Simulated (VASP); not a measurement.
# Rh (Fm-3m) in VASP: further runs, part 2 of 2

VASP 6.6.1.

### 3 Single point, PBE

This run uses another cell than the first one, of 13.26 Å³/atom, 1.032 times its volume.

INCAR reads:

```
ALGO = Normal
EDIFF = 1E-7
ENCUT = 520
GGA = PE
ISIF = 2
ISMEAR = 1
LASPH = True
LCHARG = False
LREAL = False
LWAVE = False
NBANDS = 14
NELM = 80
PREC = Accurate
SIGMA = 0.3
```

KPOINTS reads:

```
k-points
0
Gamma
  12 12 12
```

POSCAR reads:

```
Rh
1.0
    0.0000000000      1.8786784872      1.8786784872
    1.8786784872      0.0000000000      1.8786784872
    1.8786784872      1.8786784872      0.0000000000
Rh
1
Direct
    0.0000000000      0.0000000000      0.0000000000
```

Potentials or basis: VASP PAW PBE potentials, release 64 (Rh_pv).

The run is started by

```
$ cat potpaw_PBE.64/Rh_pv/POTCAR > POTCAR
$ mpirun -np 1 vasp_std > vasp.out
```

OUTCAR:

```text
EDIFF = 1E-7
   ENCUT = 520
   GGA = PE
   ISIF = 2
   ISMEAR = 1
   LASPH = True
   LREAL = False
   NELM = 80
   PREC = Accurate

 ion  position               nearest neighbor table
   1  0.000  0.000  0.000-

  LATTYP: Found a face centered cubic cell.
 ALAT       =     3.7573569744

  Lattice vectors:

 A1 = (   0.0000000000,   1.8786784872,   1.8786784872)
 A2 = (   1.8786784872,   0.0000000000,   1.8786784872)
 A3 = (   1.8786784872,   1.8786784872,   0.0000000000)

Analysis of symmetry for initial positions (statically):
=====================================================================
 Subroutine PRICEL returns:
 Original cell was already a primitive cell.

 Routine SETGRP: Setting up the symmetry group for a
 face centered cubic supercell.

 Subroutine GETGRP returns: Found 48 space group operations
 (whereof 48 operations were pure point group operations)
 out of a pool of 48 trial point group operations.

The static configuration has the point symmetry O_h .

Analysis of symmetry for dynamics (positions and initial velocities):
=====================================================================
 Subroutine PRICEL returns:
 Original cell was already a primitive cell.

 Routine SETGRP: Setting up the symmetry group for a
 face centered cubic supercell.

 Subroutine GETGRP returns: Found 48 space group operations
 (whereof 48 operations were pure point group operations)
 out of a pool of 48 trial point group operations.

The dynamic configuration has the point symmetry O_h .

 Subroutine INISYM returns: Found 48 space group operations
 (whereof 48 operations are pure point group operations),
 and found     1 'primitive' translations

----------------------------------------------------------------------------------------

                                     Primitive cell

[... 108 lines left out ...]
     AMIX_MAG =   1.60;   BMIX_MAG =  1.00
  volume/ion in A,a.u.               =      13.26        89.49
  Fermi-wavevector in a.u.,A,eV,Ry     =   1.705727  3.223356 39.586201  2.909504
  Thomas-Fermi vector in A             =   2.784894
   LORBIT       =      0    0 simple, 1 ext, 2 COOP (PROOUT), +10 PAW based schemes
   GGA     = PE    functional components
   LHFCALC =     F    Hartree Fock is set to
   AEXX    =    0.0000 exact exchange contribution
   IVDW    =     0    specifies the selected vdW correction
   LEPSILON=     F    determine dielectric tensor
   LRPA    =     F    only Hartree local field effects (RPA)
 non-spin polarized calculation
 Methfessel and Paxton  Order N= 1 SIGMA  =   0.30
  energy-cutoff  :      520.00
  volume of cell :       13.26
 maximum number of plane-waves:       368
   NGX =  9   NGY =  9   NGZ =  9

 number of electron      15.0000003 magnetization

 Free energy of the ion-electron system (eV)
  ---------------------------------------------------
  ext. energy  EPLUGINS =         0.00000000
  ---------------------------------------------------
  free energy    TOTEN  =        -7.21838407 eV

  energy without entropy =       -7.22780978  energy(sigma->0) =       -7.22152597

 E-fermi :  12.5690     XC(G=0): -14.2692

 val. band max:       12.4992312861   @ k =  -0.3333   0.3333   0.0000
 cond. band min:      12.6212784857   @ k =   0.3333   0.1667   0.0000
 fundamental gap:      0.1220471996
 Fermi energy:        12.5689852486

 k-point     1 :       0.0000    0.0000    0.0000
  band No.  band energies     occupation
      1     -33.8860      2.00000
      2     -33.8860      2.00000
      3     -33.8860      2.00000
      4       4.3518      2.00000
      5       9.3114      2.00000
      6       9.3114      2.00000
      7       9.3114      2.00000
      8      11.5171      2.00001
      9      11.5171      2.00001
     10      28.5446      0.00000
     11      32.9590      0.00000
     12      34.2117      0.00000
     13      34.2117      0.00000
     14      34.2117      0.00000
[... 377 lines left out ...]
      1     -34.6377      2.00000
      2     -34.1507      2.00000
      3     -34.0305      2.00000
      4       6.9097      2.00000
      5       8.6051      2.00000
      6       9.9333      2.00000
      7      10.3987      2.00000
      8      12.8392     -0.02300
      9      16.8325     -0.00000
     10      21.6620      0.00000
     11      28.8131      0.00000
     12      31.7812      0.00000
     13      32.9626      0.00000
     14      33.5652      0.00000

 [... further k-points ...]
[... 5 lines left out ...]
  --------------------------------------------------------------------------------------
  -------------------------------------------------------------------------------------
  Total        1.3928162      1.3928162      1.3928162      0.0000000      0.0000000     -0.0000000
  in kB      168.2739985    168.2739985    168.2739985      0.0000000      0.0000000     -0.0000000
  external PRESSURE =     168.2739985 kB  Pullay stress =       0.0000000 kB

 VOLUME and BASIS-vectors are now :
 -----------------------------------------------------------------------------
  energy-cutoff  :      520.00
  volume of cell :       13.26
      direct lattice vectors                 reciprocal lattice vectors
     0.000000000  1.878678487  1.878678487    -0.266144528  0.266144528  0.266144528
     1.878678487  0.000000000  1.878678487     0.266144528 -0.266144528  0.266144528
     1.878678487  1.878678487  0.000000000     0.266144528  0.266144528 -0.266144528

 POSITION                                       TOTAL-FORCE (eV/Angst)
 -----------------------------------------------------------------------------------
      0.00000      0.00000      0.00000         0.000000     -0.000000      0.000000
 -----------------------------------------------------------------------------------
    total drift:                                0.000000     -0.000000      0.000000

  FREE ENERGIE OF THE ION-ELECTRON SYSTEM (eV)
  ---------------------------------------------------
  free  energy   TOTEN  =        -7.2183840697 eV

  energy  without entropy=       -7.2278097820  energy(sigma->0) =       -7.22152597
```

stdout:

```text
POSCAR found type information on POSCAR Rh
 POSCAR found :  1 types and       1 ions
 scaLAPACK will be used
 LDA part: xc-table for (Slater+PW92), standard interpolation
 POSCAR, INCAR and KPOINTS ok, starting setup
 FFT: planning ... GRIDC
 FFT: planning ... GRID_SOFT
 FFT: planning ... GRID
 WAVECAR not read
 entering main loop
```

Run time: 17 s. Hardware: 1 thread of Intel Xeon 8259CL, shared host; peak memory 0.13 GiB.

What came out:

```yaml
Free_energy: -7.2184 eV
Pressure: 16.8 GPa
```

### 4 Single point, PBE

This run uses another cell than the first one, of 13.67 Å³/atom, 1.064 times its volume.

INCAR reads:

```
SYSTEM = Rh
PREC = Accurate
ENCUT = 520
EDIFF = 1E-6
ISMEAR = 1
SIGMA = 0.3
LREAL = .FALSE.
LASPH = .TRUE.
NELM = 80
ALGO = Normal
ISIF = 2
LWAVE = .FALSE.
LCHARG = .FALSE.
GGA = PE
NBANDS = 14
```

KPOINTS reads:

```
regular mesh
0
G
  12 12 12
  0 0 0
```

POSCAR reads:

```
Rh
1.0
    0.0000000000      1.8978500000      1.8978500000
    1.8978500000      0.0000000000      1.8978500000
    1.8978500000      1.8978500000      0.0000000000
Rh
1
Direct
    0.0000000000      0.0000000000      0.0000000000
```

The run is started by

```
$ cat potpaw_PBE.64/Rh_pv/POTCAR > POTCAR
$ mpirun -np 1 vasp_std > vasp.out
```

It took 15 s on 1 thread of Intel Xeon 8259CL, shared host; peak memory 0.13 GiB.

It converged, with:

| Item | Value |
| --- | --- |
| Free energy | -7.2489 eV |
| Pressure | 7.3 GPa |

Levels at points of the mesh, in eV from the Fermi level:
```tsv
k point	band 3	band 4	band 5	band 6	band 7	band 8	band 9	band 10	band 11	band 12
(0.00, 0.00, 0.00)	-46.40	-7.99	-3.10	-3.10	-3.10	-1.00	-1.00	16.01	20.48	21.50
(0.50, 0.00, 0.00)	-46.50	-6.16	-3.18	-3.18	0.57	0.57	0.74	8.70	15.52	20.48
(0.50, 0.50, 0.00)	-46.67	-6.36	-5.99	0.54	0.99	0.99	3.28	12.35	13.37	13.37
```

### 5 Single point, PBE

This run uses another cell than the first one, of 14.08 Å³/atom, 1.096 times its volume.

INCAR reads:

```
PREC = Accurate
ENCUT = 520
EDIFF = 1E-7
ISMEAR = 1
SIGMA = 0.3
LREAL = False
LASPH = True
NELM = 100
ALGO = Normal
ISIF = 2
LWAVE = False
LCHARG = True
GGA = PE
LELF = True
LVHAR = True
NBANDS = 14
```

KPOINTS reads:

```
regular mesh
0
Gamma
  12 12 12
```

POSCAR reads:

```
Rh
1.0
    0.0000000000      1.9166418162      1.9166418162
    1.9166418162      0.0000000000      1.9166418162
    1.9166418162      1.9166418162      0.0000000000
Rh
1
Direct
    0.0000000000      0.0000000000      0.0000000000
```

The run is started by

```
$ cat potpaw_PBE.64/Rh_pv/POTCAR > POTCAR
$ mpirun -np 1 vasp_std > vasp.out
```

It took 19 s on 1 thread of Intel Xeon 8259CL, shared host; peak memory 0.13 GiB.

Results (log left out):

```
Free energy : -7.2568 eV
Pressure    : -1.0 GPa
```

Levels at points of the mesh, in eV from the Fermi level:
| k point | band 3 | band 4 | band 5 | band 6 | band 7 | band 8 | band 9 | band 10 | band 11 | band 12 |
| --- | --- | --- | --- | --- | --- | --- | --- | --- | --- | --- |
| (0.00, 0.00, 0.00) | -46.34 | -7.77 | -2.96 | -2.96 | -2.96 | -0.96 | -0.96 | 16.03 | 20.58 | 21.35 |
| (0.50, 0.00, 0.00) | -46.44 | -5.91 | -3.03 | -3.03 | 0.54 | 0.54 | 0.78 | 8.41 | 15.52 | 20.58 |
| (0.50, 0.50, 0.00) | -46.59 | -6.08 | -5.73 | 0.51 | 0.94 | 0.94 | 3.25 | 11.98 | 13.20 | 13.20 |

### 6 Single point, PBE

This run uses another cell than the first one, of 14.49 Å³/atom, 1.128 times its volume.

INCAR reads:

```
PREC     = Accurate       # precision mode
ENCUT    = 520            # plane-wave cutoff, eV
EDIFF    = 1E-6           # SCF threshold, eV
ISMEAR   = 1              # smearing method
SIGMA    = 0.3            # smearing width, eV
LREAL    = F              # projectors in reciprocal space
LASPH    = T              # aspherical terms in the spheres
NELM     = 60             # most SCF steps
ALGO     = Normal         # electronic algorithm
ISIF     = 2              # what is computed and relaxed
LWAVE    = F              # write WAVECAR
LCHARG   = T              # write CHGCAR
GGA      = PE             # functional
LELF     = T              # ELF
LVHAR    = T            
NBANDS   = 14             # bands
```

KPOINTS is that of step 5.

POSCAR reads:

```
Rh
1.0
    0.0000000000      1.9350721950      1.9350721950
    1.9350721950      0.0000000000      1.9350721950
    1.9350721950      1.9350721950      0.0000000000
Rh
1
Direct
    0.0000000000      0.0000000000      0.0000000000
```

Potentials or basis: VASP PAW PBE potentials, release 64 (Rh_pv).

The run is started by

```
$ cat potpaw_PBE.64/Rh_pv/POTCAR > POTCAR
$ mpirun -np 1 vasp_std > vasp.out
```

Run time: 18 s. Hardware: 1 thread of Intel Xeon 8259CL, shared host; peak memory 0.13 GiB.

Results (log left out):

```
Free energy : -7.2456 eV
Pressure    : -7.7 GPa
```

Levels at points of the mesh, in eV from the Fermi level:
```csv
k point,band 5,band 6,band 7,band 8,band 9,band 10
"(0.00, 0.00, 0.00)",-2.83,-2.83,-2.83,-0.91,-0.91,16.04
"(0.50, 0.00, 0.00)",-2.90,-2.90,0.52,0.52,0.81,8.12
"(0.50, 0.50, 0.00)",-5.48,0.49,0.90,0.90,3.22,11.63
```

### 7 Summary

| cell | gap on the mesh (eV) | pressure (GPa) |
| --- | --- | --- |
| a = 2.629 Å, angles 60.0°, 1 atom | none | 28.6 |
| a = 2.657 Å, angles 60.0°, 1 atom | none | 16.8 |
| a = 2.684 Å, angles 60.0°, 1 atom | none | 7.3 |
| a = 2.711 Å, angles 60.0°, 1 atom | none | -1.0 |
| a = 2.737 Å, angles 60.0°, 1 atom | none | -7.7 |

Alike in all rows: task single point; level PBE; potentials or basis VASP PAW PBE potentials, release 64 (Rh_pv); no spin polarisation; k mesh 12 × 12 × 12; cutoff (eV) 520; smearing methfessel-paxton 0.3 eV.

Absolute energies hang on the potentials; compare differences alone.
